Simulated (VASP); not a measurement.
Set up this calculation in VASP 6.6.1, as the native input.

* Task: single point
* Functional: PBE
* Potentials or basis: VASP PAW PBE potentials, release 64 (Al)
* Cutoff: 520 eV
* k mesh: 18 × 18 × 10
* Occupations: fermi-dirac, width 0.05 eV
* Spin: no spin polarisation
* Dipole correction: no
* Further INCAR settings: ALGO = Normal; EDIFF = 1e-06; NBANDS = 10

The structure of Al lies in POSCAR:

```
Al
1.0
    2.4240019602      0.0000000000      0.0000000000
   -1.2120009801      2.0992472764      0.0000000000
    0.0000000000      0.0000000000      3.9443694321
Al
2
Direct
    0.3333333333      0.6666666667      0.2500000000
    0.6666666667      0.3333333333      0.7500000000
```

One way to write it, as run:

INCAR

```
ALGO = Normal ; EDIFF = 1E-6
ENCUT = 520 ; GGA = PE
ISIF = 2 ; ISMEAR = -1
LASPH = True ; LCHARG = False
LREAL = False ; LWAVE = False
NBANDS = 10 ; NELM = 80
PREC = Accurate ; SIGMA = 0.05
```

KPOINTS

```
k-points
0
Gamma
  18 18 10
```

Potentials or basis: VASP PAW PBE potentials, release 64 (Al).

Run with:

```bash
$ cat potpaw_PBE.64/Al/POTCAR > POTCAR
$ mpirun -np 1 vasp_std > vasp.out
```

It gave:

* Pressure: 110.2 GPa
* Band gap on the k mesh: zero (band 3 reaches 19.55 eV, above the bottom of band 4 at 10.38 eV)

It took 27 s on 1 thread of Intel(R) Xeon(R) Platinum 8259CL CPU @ 2.50GHz (Skylake/Cascade Lake) (shared host), peak memory 0.15 GiB.
